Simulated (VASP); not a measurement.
## Al2O3: single point with r2SCAN

**What was measured.**

From “Multi-petahertz electron interference in Cr:Al2O3 solid-state material”, 2018, pmc:5906618, for a bulk crystal of Al2O3: band gap 8.7 eV (optical).

Crystal: Al2O3.

```
Al O
1.0
     2.37947    1.37379    4.33176
    -2.37947    1.37379    4.33176
     0.00000   -2.74757    4.33176
Al O
4 6
Direct
  0.85192 0.85192 0.85192
  0.64808 0.64808 0.64808
  0.14808 0.14808 0.14808
  0.35192 0.35192 0.35192
  0.05634 0.75000 0.44366
  0.75000 0.44366 0.05634
  0.44366 0.05634 0.75000
  0.94366 0.25000 0.55634
  0.25000 0.55634 0.94366
  0.55634 0.94366 0.25000
```

```yaml
Program: VASP 6.6.1
Task: single point
Functional: r2SCAN
Potentials_or_basis: VASP PAW PBE potentials, release 64 (Al, O)
Cutoff: 520 eV
k_mesh: 7 × 7 × 7
Occupations: fermi-dirac, width 0.05 eV
Spin: no spin polarisation
Dipole_correction: no
Further_INCAR_settings: ALGO = Normal; EDIFF = 1e-06; NBANDS = 35
```

```yaml
Pressure: -0.5 GPa
Largest_force: 0.021 eV/Å
Band_gap_on_the_k_mesh: 7.15 eV
```

Forces on the atoms (eV/Å):
```
Al   0.000  0.000 -0.021
Al   0.000  0.000  0.021
Al   0.000  0.000  0.021
Al   0.000  0.000 -0.021
O   -0.005 -0.008  0.000
O   -0.005  0.008  0.000
O    0.010  0.000  0.000
O    0.005  0.008  0.000
O    0.005 -0.008  0.000
O   -0.010  0.000  0.000
```

Stress tensor (GPa, compression positive):
```
-0.47  0.00  0.00
 0.00 -0.47  0.00
 0.00  0.00 -0.57
```

Levels at points of the mesh, in eV from the valence-band top:
| k point | band 20 | band 21 | band 22 | band 23 | band 24 | band 25 | band 26 | band 27 | band 28 | band 29 |
| --- | --- | --- | --- | --- | --- | --- | --- | --- | --- | --- |
| (0.00, 0.00, 0.00) | -0.52 | -0.52 | -0.05 | -0.05 | 0.00 | 7.15 | 10.12 | 11.95 | 12.59 | 12.59 |

Run time: 7 min on 1 thread of AMD EPYC 9R45 96-Core Processor (Zen 5), with other jobs on the host, peak memory 0.27 GiB.

Measured gap of Al2O3: 8.7 eV (optical; quoted in “Multi-petahertz electron interference in Cr:Al2O3 solid-state material”, 2018, pmc:5906618). This calculation gives 7.15 eV (-1.55 eV). The value is that of r2SCAN on a finite k mesh, which can miss the band edges, without temperature or zero-point motion.

Caveat: the PAW data sets were made with another functional, which shifts forces and pressure a little.
